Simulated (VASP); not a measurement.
# PbO (F-43m) in VASP: notebook

Aim: see how the results for PbO move with the level of theory and the settings. Levels: PBE-based global hybrid with 40 % exact exchange, HSE06. Tasks: single point.

All numbers are computed with VASP 6.6.1; they aren't measurements. Logs are shortened: lines on timing, memory, paths and dates and some standing lists are left out, and cuts for length are marked.

## 1. The cell of the first run

The structure is cubic, space group F-43m (No. 216). Conventional cell: a = 5.598 Å, b = 5.598 Å, c = 5.598 Å, α = 90.00°, β = 90.00°, γ = 90.00°. Within 3.2 Å of Pb (site symmetry -43m) lie 4 O at 2.42 Å. Within 3.2 Å of O (site symmetry -43m) lie 4 Pb at 2.42 Å.

## 2. Single point, PBE-based global hybrid with 40 % exact exchange

Contents of POSCAR:

```
PbO
1.0
    0.0000000000      2.7987768025      2.7987768025
    2.7987768025      0.0000000000      2.7987768025
    2.7987768025      2.7987768025      0.0000000000
Pb O
1 1
Direct
    0.0000000000      0.0000000000      0.0000000000
    0.2500000000      0.2500000000      0.2500000000
```

Contents of INCAR.step1:

```
PREC     = Accurate       # precision mode
ENCUT    = 520            # plane-wave cutoff, eV
EDIFF    = 1E-5           # SCF threshold, eV
ISMEAR   = 0              # smearing method
SIGMA    = 0.01           # smearing width, eV
LREAL    = F              # projectors in reciprocal space
LASPH    = T              # aspherical terms in the spheres
NELM     = 60             # most SCF steps
ALGO     = Normal         # electronic algorithm
ISIF     = 2              # what is computed and relaxed
LWAVE    = T              # write WAVECAR
LCHARG   = F              # write CHGCAR
GGA      = PE             # functional
NBANDS   = 17             # bands
```

Contents of INCAR.step2:

```
PREC     = Accurate       # precision mode
ENCUT    = 520            # plane-wave cutoff, eV
EDIFF    = 1E-6           # SCF threshold, eV
ISMEAR   = 0              # smearing method
SIGMA    = 0.01           # smearing width, eV
LREAL    = F              # projectors in reciprocal space
LASPH    = T              # aspherical terms in the spheres
NELM     = 60             # most SCF steps
ALGO     = Normal         # electronic algorithm
ISIF     = 2              # what is computed and relaxed
LWAVE    = F              # write WAVECAR
LCHARG   = F              # write CHGCAR
GGA      = PE             # functional
LHFCALC  = T              # exact exchange
AEXX     = 0.4            # exact-exchange fraction
PRECFOCK = Normal       
ISTART   = 1            
NBANDS   = 17             # bands
```

Contents of KPOINTS:

```
Automatic mesh
0
Gamma
  4 4 4
```

Potentials or basis: VASP PAW PBE potentials, release 64 (Pb_d, O).

On the command line:

```bash
$ cat potpaw_PBE.64/Pb_d/POTCAR potpaw_PBE.64/O/POTCAR > POTCAR
$ cp INCAR.step1 INCAR
$ mpirun -np 1 vasp_std > vasp.out
$ cp INCAR.step2 INCAR
$ mpirun -np 1 vasp_std > vasp.out
```

OUTCAR:

```text
PREC = Accurate
   ENCUT = 520
   EDIFF = 1E-6
   ISMEAR = 0
   LREAL = F
   LASPH = T
   NELM = 60
   ISIF = 2
   GGA = PE
   LHFCALC = T
   AEXX = 0.4
   PRECFOCK = Normal
   ISTART = 1

 ion  position               nearest neighbor table
   1  0.000  0.000  0.000-   2 2.42   2 2.42   2 2.42   2 2.42
   2  0.250  0.250  0.250-   1 2.42   1 2.42   1 2.42   1 2.42

  LATTYP: Found a face centered cubic cell.
 ALAT       =     5.5975536050

  Lattice vectors:

 A1 = (   0.0000000000,   2.7987768025,   2.7987768025)
 A2 = (   2.7987768025,   0.0000000000,   2.7987768025)
 A3 = (   2.7987768025,   2.7987768025,   0.0000000000)

Analysis of symmetry for initial positions (statically):
=====================================================================
 Subroutine PRICEL returns:
 Original cell was already a primitive cell.

 Routine SETGRP: Setting up the symmetry group for a
 face centered cubic supercell.

 Subroutine GETGRP returns: Found 24 space group operations
 (whereof 24 operations were pure point group operations)
 out of a pool of 48 trial point group operations.

The static configuration has the point symmetry T_d .

Analysis of symmetry for dynamics (positions and initial velocities):
=====================================================================
 Subroutine PRICEL returns:
 Original cell was already a primitive cell.

 Routine SETGRP: Setting up the symmetry group for a
 face centered cubic supercell.

 Subroutine GETGRP returns: Found 24 space group operations
 (whereof 24 operations were pure point group operations)
 out of a pool of 48 trial point group operations.

The dynamic configuration has the point symmetry T_d .

 Subroutine INISYM returns: Found 24 space group operations
 (whereof 24 operations are pure point group operations),
 and found     1 'primitive' translations

----------------------------------------------------------------------------------------

                                     Primitive cell

  volume of cell :      43.8465

  direct lattice vectors                    reciprocal lattice vectors
     0.000000000  2.798776802  2.798776802    -0.178649473  0.178649473  0.178649473
     2.798776802  0.000000000  2.798776802     0.178649473 -0.178649473  0.178649473
     2.798776802  2.798776802  0.000000000     0.178649473  0.178649473 -0.178649473

  length of vectors
     3.958068112  3.958068112  3.958068112     0.309429963  0.309429963  0.309429963

  position of ions in fractional coordinates (direct lattice)
     0.000000000  0.000000000  0.000000000
     0.250000000  0.250000000  0.250000000

  ion indices of the primitive-cell ions
   primitive index   ion index
                 1           1
                 2           2

----------------------------------------------------------------------------------------

 KPOINTS: Automatic mesh

Automatic generation of k-mesh.
 Grid dimensions read from file:
 generate k-points for:    4    4    4

 Generating k-lattice:

  Cartesian coordinates                     Fractional coordinates (reciprocal lattice)
    -0.044662368  0.044662368  0.044662368     0.250000000  0.000000000  0.000000000
     0.044662368 -0.044662368  0.044662368     0.000000000  0.250000000  0.000000000
     0.044662368  0.044662368 -0.044662368     0.000000000  0.000000000  0.250000000

  Length of vectors
     0.077357491  0.077357491  0.077357491

  Shift w.r.t. Gamma in fractional coordinates (k-lattice)
     0.000000000  0.000000000  0.000000000

 Subroutine IBZKPT returns following result:
 ===========================================

 Found      8 irreducible k-points:

 Following reciprocal coordinates:
            Coordinates               Weight
  0.000000  0.000000  0.000000      1.000000
  0.250000  0.000000  0.000000      8.000000
  0.500000  0.000000  0.000000      4.000000
  0.250000  0.250000  0.000000      6.000000
  0.500000  0.250000  0.000000     24.000000
 -0.250000  0.250000  0.000000     12.000000
  0.500000  0.500000  0.000000      3.000000
 -0.250000  0.500000  0.250000      6.000000
   k-points           NKPTS =      8   k-points in BZ     NKDIM =     64   number of bands    NBANDS=     17
   number of dos      NEDOS =    301   number of ions     NIONS =      2
   total plane-waves  NPLWV =  27000
   dimension x,y,z NGX =    30 NGY =   30 NGZ =   30
   dimension x,y,z NGXF=    60 NGYF=   60 NGZF=   60
   ions per type =               1   1
   NGX,Y,Z   is equivalent  to a cutoff of  12.60, 12.60, 12.60 a.u.
   NGXF,Y,Z  is equivalent  to a cutoff of  25.20, 25.20, 25.20 a.u.
 SYSTEM =  unknown system
   PREC   = accura    normal or accurate (medium, high low for compatibility)
   ISTART =      1    job   : 0-new  1-cont  2-samecut
   ICHARG =      0    charge: 1-file 2-atom 10-const
   ISPIN  =      1    spin polarized calculation?
   LNONCOLLINEAR =      F non collinear calculations
   LSORBIT =      F    spin-orbit coupling
   LASPH  =      T    aspherical Exc in radial PAW
   ENCUT  =  520.0 eV  38.22 Ry    6.18 a.u.   7.36  7.36  7.36*2*pi/ulx,y,z
   NELM   =     60;   NELMIN=  2; NELMDL=  0     # of ELM steps
   EDIFF  = 0.1E-05   stopping-criterion for ELM
   LREAL  =      F    real-space projection
   EDIFFG = 0.1E-04   stopping-criterion for IOM
   NSW    =      0    number of steps for IOM
   IBRION =     -1    ionic relax: 0-MD 1-quasi-New 2-CG
   NFREE  =      0    steps in history (QN), initial steepest desc. (CG)
   ISIF   =      2    stress and relaxation
   ISYM   =      3    0-nonsym 1-usesym 2-fastsym
   POTIM  = 0.5000    time-step for ionic-motion
   TEBEG  =    0.0;   TEEND  =   0.0 temperature during run
   PSTRESS=    0.0 pullay stress
   NELECT =      20.0000    total number of electrons
   NUPDOWN=      -1.0000    fix difference up-down
   EMIN   =  10.00;   EMAX   =-10.00  energy-range for DOS
   EFERMI =   0.00;   METHOD = LEGACY
   ISMEAR =     0;   SIGMA  =   0.01  broadening in eV -4-tet -1-fermi 0-gaus
   EFERMI_NEDOS =   21; number of points for ismear=-14 and -15
   IALGO  =     38    algorithm
   IMIX   =      1    mixing-type and parameters
     AMIX     =   0.40;   BMIX     =  1.00
     AMIX_MAG =   1.60;   BMIX_MAG =  1.00
  volume/ion in A,a.u.               =      21.92       147.95
  Fermi-wavevector in a.u.,A,eV,Ry     =   1.260201  2.381435 21.607509  1.588107
  Thomas-Fermi vector in A             =   2.393723
   LORBIT       =      0    0 simple, 1 ext, 2 COOP (PROOUT), +10 PAW based schemes
   GGA     = PE    functional components
   LHFCALC =     T    Hartree Fock is set to
   PRECFOCK=normal    Normal, Fast or Accurate (Low or Medium for compatibility)
   ENCUT4O =  -1.0   cutoff for four orbital integrals eV
   NKREDX  =     1    reduce k-point grid by
   NKREDY  =     1    reduce k-point grid by
   NKREDZ  =     1    reduce k-point grid by
   AEXX    =    0.4000 exact exchange contribution
   HFSCREEN=    0.0000 screening length (either q_TF or 0.3 A-1)
   HFSCREENC=   0.0000 screening length for correlation (either q_TF or 0.3 A-1)
   ENCUTFOCK=  -1.0 apply spherical cutoff to Coloumb kernel
   IVDW    =     0    specifies the selected vdW correction
   LEPSILON=     F    determine dielectric tensor
   LRPA    =     F    only Hartree local field effects (RPA)
 non-spin polarized calculation
 Gauss-broadening in eV      SIGMA  =   0.01
  energy-cutoff  :      520.00
  volume of cell :       43.85
 maximum number of plane-waves:      1243
 NGX is ok and might be reduce to    30
  NGX = 24; NGY = 24; NGZ = 24

 number of electron      20.0000003 magnetization

 Free energy of the ion-electron system (eV)
  ---------------------------------------------------
  ext. energy  EPLUGINS =         0.00000000
  ---------------------------------------------------
  free energy    TOTEN  =       -15.81297992 eV

  energy without entropy =      -15.81297992  energy(sigma->0) =      -15.81297992

 E-fermi :   3.3855     XC(G=0):  -6.1624

 val. band max:        3.3300996735   @ k =  -0.2500   0.5000   0.2500
 cond. band min:       5.9168075127   @ k =   0.5000   0.5000   0.0000
 fundamental gap:      2.5867078392
 Fermi energy:         3.3855205173

 k-point     1 :       0.0000    0.0000    0.0000
  band No.  band energies     occupation
      1     -17.6500      2.00000
      2     -15.6502      2.00000
      3     -15.6502      2.00000
      4     -15.6502      2.00000
      5     -15.5211      2.00000
      6     -15.5211      2.00000
[... 9 lines left out ...]
     16      18.2849      0.00000
     17      18.2849      0.00000

 k-point     2 :       0.2500    0.0000    0.0000
  band No.  band energies     occupation
      1     -17.6710      2.00000
      2     -15.6213      2.00000
      3     -15.6213      2.00000
      4     -15.5148      2.00000
      5     -15.5148      2.00000
      6     -15.3489      2.00000
[... 9 lines left out ...]
     16      17.6262      0.00000
     17      18.9276      0.00000

 k-point     3 :       0.5000    0.0000    0.0000
  band No.  band energies     occupation
      1     -17.7040      2.00000
      2     -15.6133      2.00000
      3     -15.6133      2.00000
      4     -15.4871      2.00000
      5     -15.4871      2.00000
      6     -14.9861      2.00000
[... 9 lines left out ...]
     16      18.2214      0.00000
     17      19.0703      0.00000

 k-point     4 :       0.2500    0.2500    0.0000
  band No.  band energies     occupation
      1     -17.6776      2.00000
      2     -15.5777      2.00000
      3     -15.5777      2.00000
      4     -15.5579      2.00000
      5     -15.5001      2.00000
      6     -15.2902      2.00000
[... 9 lines left out ...]
     16      20.9563      0.00000
     17      20.9565      0.00000

 k-point     5 :       0.5000    0.2500    0.0000
  band No.  band energies     occupation
      1     -17.7075      2.00000
      2     -15.5917      2.00000
      3     -15.5554      2.00000
      4     -15.5355      2.00000
      5     -15.4858      2.00000
      6     -14.9056      2.00000
[... 9 lines left out ...]
     16      19.8888      0.00000
     17      20.2933      0.00000

 k-point     6 :      -0.2500    0.2500    0.0000
  band No.  band energies     occupation
      1     -17.6972      2.00000
      2     -15.6055      2.00000
      3     -15.5768      2.00000
      4     -15.5237      2.00000
      5     -15.5090      2.00000
      6     -14.9974      2.00000
[... 9 lines left out ...]
     16      18.5618      0.00000
     17      20.5887      0.00000

 k-point     7 :       0.5000    0.5000    0.0000
  band No.  band energies     occupation
      1     -17.7189      2.00000
      2     -15.5950      2.00000
      3     -15.5019      2.00000
      4     -15.5019      2.00000
      5     -15.4788      2.00000
      6     -14.8691      2.00000
[... 9 lines left out ...]
     16      22.2007      0.00000
     17      22.8535      0.00000

 k-point     8 :      -0.2500    0.5000    0.2500
  band No.  band energies     occupation
      1     -17.7154      2.00000
      2     -15.5785      2.00000
      3     -15.5699      2.00000
      4     -15.5060      2.00000
      5     -15.4969      2.00000
      6     -14.7814      2.00000
[... 9 lines left out ...]
     16      19.9736      0.00000
     17      20.6466      0.00000

------------------------ aborting loop because EDIFF is reached ----------------------------------------

  FORCE on cell =-STRESS in cart. coord.  units (eV):
  Direction    XX          YY          ZZ          XY          YZ          ZX
  --------------------------------------------------------------------------------------
  -------------------------------------------------------------------------------------
  Total       -0.2464236     -0.2464236     -0.2464236     -0.0000000     -0.0000000      0.0000000
  in kB       -9.0044696     -9.0044696     -9.0044696     -0.0000000     -0.0000000      0.0000000
  external PRESSURE =      -9.0044696 kB  Pullay stress =       0.0000000 kB

 VOLUME and BASIS-vectors are now :
 -----------------------------------------------------------------------------
  energy-cutoff  :      520.00
  volume of cell :       43.85
      direct lattice vectors                 reciprocal lattice vectors
     0.000000000  2.798776802  2.798776802    -0.178649473  0.178649473  0.178649473
     2.798776802  0.000000000  2.798776802     0.178649473 -0.178649473  0.178649473
     2.798776802  2.798776802  0.000000000     0.178649473  0.178649473 -0.178649473

 POSITION                                       TOTAL-FORCE (eV/Angst)
 -----------------------------------------------------------------------------------
      0.00000      0.00000      0.00000         0.000000      0.000000      0.000000
      1.39939      1.39939      1.39939        -0.000000     -0.000000     -0.000000
 -----------------------------------------------------------------------------------
    total drift:                               -0.000005      0.000008      0.000003

  FREE ENERGIE OF THE ION-ELECTRON SYSTEM (eV)
  ---------------------------------------------------
  free  energy   TOTEN  =       -15.8129799240 eV

  energy  without entropy=      -15.8129799240  energy(sigma->0) =      -15.81297992
```

It took 5.3 min on 1 thread of Intel Xeon Platinum 8488C (Sapphire Rapids), shared host; peak memory 0.17 GiB.

Results:

```yaml
Free_energy: -15.8130 eV
Pressure: -0.9 GPa
Band_gap_on_the_k_mesh: 2.59 eV (least direct gap 2.81 eV)
```

Levels at points of the mesh, in eV from the valence-band top:
| k point | band 6 | band 7 | band 8 | band 9 | band 10 | band 11 | band 12 | band 13 | band 14 | band 15 |
| --- | --- | --- | --- | --- | --- | --- | --- | --- | --- | --- |
| (0.00, 0.00, 0.00) | -18.85 | -7.52 | -3.14 | -3.14 | -3.14 | 8.07 | 8.07 | 8.07 | 10.84 | 14.95 |
| (0.50, 0.00, 0.00) | -18.32 | -8.95 | -3.66 | -3.66 | -2.42 | 4.76 | 8.28 | 8.28 | 11.36 | 14.89 |
| (0.50, 0.50, 0.00) | -18.20 | -8.91 | -4.50 | -4.50 | -0.23 | 2.59 | 8.85 | 8.85 | 8.91 | 13.90 |

Caveat: the k points lie up to 0.49 Å⁻¹ apart; the structure was generated, so it needn't be the stable form of PbO; the PAW data sets were made with another functional, which shifts forces and pressure a little; spin-orbit coupling is left out, which moves the levels of the heavy elements. A k mesh can miss the band edges.

## 3. Single point, HSE06

POSCAR is that of step 2.

Contents of INCAR.step1:

```
  PREC = Accurate
  ENCUT = 520
  EDIFF = 1E-5
  ISMEAR = 0
  SIGMA = 0.001
  LREAL = F
  LASPH = T
  NELM = 60
  ALGO = Normal
  ISIF = 2
  LWAVE = T
  LCHARG = F
  NBANDS = 17
  GGA = PE
```

Contents of INCAR.step2:

```
  PREC = Accurate
  ENCUT = 520
  EDIFF = 1E-7
  ISMEAR = 0
  SIGMA = 0.001
  LREAL = F
  LASPH = T
  NELM = 60
  ALGO = Normal
  ISIF = 2
  LWAVE = F
  LCHARG = F
  GGA = PE
  LHFCALC = T
  HFSCREEN = 0.2079
  PRECFOCK = Normal
  NBANDS = 17
  ISTART = 1
```

Contents of KPOINTS:

```
regular mesh
0
Gamma
  4 4 4
```

Potentials or basis: VASP PAW PBE potentials, release 64 (Pb_d, O).

On the command line:

```bash
$ cat potpaw_PBE.64/Pb_d/POTCAR potpaw_PBE.64/O/POTCAR > POTCAR
$ cp INCAR.step1 INCAR
$ mpirun -np 1 vasp_std > vasp.out
$ cp INCAR.step2 INCAR
$ mpirun -np 1 vasp_std > vasp.out
```

Wall time 7 min (1 thread of Intel Xeon Platinum 8488C (Sapphire Rapids), shared host); peak memory 0.27 GiB.

The run converged. Its results:

- Free energy: -12.6335 eV
- Pressure: 0.5 GPa
- Band gap on the k mesh: 1.04 eV (least direct gap 1.25 eV)

Levels at points of the mesh, in eV from the valence-band top:
```csv
k point,band 8,band 9,band 10,band 11,band 12,band 13
"(0.00, 0.00, 0.00)",-2.79,-2.79,-2.79,6.24,6.24,6.24
"(0.50, 0.00, 0.00)",-3.29,-3.29,-2.33,3.14,6.45,6.45
"(0.50, 0.50, 0.00)",-4.10,-4.10,-0.21,1.04,6.97,6.97
```

Caveat: the k points lie up to 0.49 Å⁻¹ apart; the structure was generated, so it needn't be the stable form of PbO; the PAW data sets were made with another functional, which shifts forces and pressure a little; spin-orbit coupling is left out, which moves the levels of the heavy elements. A k mesh can miss the band edges.
